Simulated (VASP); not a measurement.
Write the native input for VASP 6.6.1 that does the following.

```
Task                   : single point
Functional             : PBE
Potentials or basis    : VASP PAW PBE potentials, release 64 (Li_sv, F)
Cutoff                 : 520 eV
k mesh                 : 16 × 16 × 16
Occupations            : fermi-dirac, width 0.03 eV
Spin                   : no spin polarisation
Dipole correction      : no
Further INCAR settings : ALGO = Normal; EDIFF = 1e-06; NBANDS = 12
```

The structure of LiF (zincblende type) lies in POSCAR:

```
LiF
1.0
    0.0000000000      2.1970197556      2.1970197556
    2.1970197556      0.0000000000      2.1970197556
    2.1970197556      2.1970197556      0.0000000000
Li F
1 1
Direct
    0.0000000000      0.0000000000      0.0000000000
    0.2500000000      0.2500000000      0.2500000000
```

This cell differs from its parent crystal: volume scaled by 1.02.

These files were run (other wordings do the same):

INCAR

```
PREC     = Accurate       # precision mode
ENCUT    = 520            # plane-wave cutoff, eV
EDIFF    = 1E-6           # SCF threshold, eV
ISMEAR   = -1             # smearing method
SIGMA    = 0.03           # smearing width, eV
LREAL    = F              # projectors in reciprocal space
LASPH    = T              # aspherical terms in the spheres
NELM     = 100            # most SCF steps
ALGO     = Normal         # electronic algorithm
ISIF     = 2              # what is computed and relaxed
LWAVE    = F              # write WAVECAR
LCHARG   = F              # write CHGCAR
GGA      = PE             # functional
NBANDS   = 12             # bands
```

KPOINTS

```
regular mesh
0
Gamma
  16 16 16
```

Potentials or basis: VASP PAW PBE potentials, release 64 (Li_sv, F).

Run with:

```console
$ cat potpaw_PBE.64/Li_sv/POTCAR potpaw_PBE.64/F/POTCAR > POTCAR
$ mpirun -np 1 vasp_std > vasp.out
```

It gave:

```
Band gap on the k mesh : 7.53 eV, direct
```

Wall time 20 s on 1 thread of Intel(R) Xeon(R) Platinum 8259CL CPU @ 2.50GHz (Skylake/Cascade Lake) (shared host), peak memory 0.15 GiB.
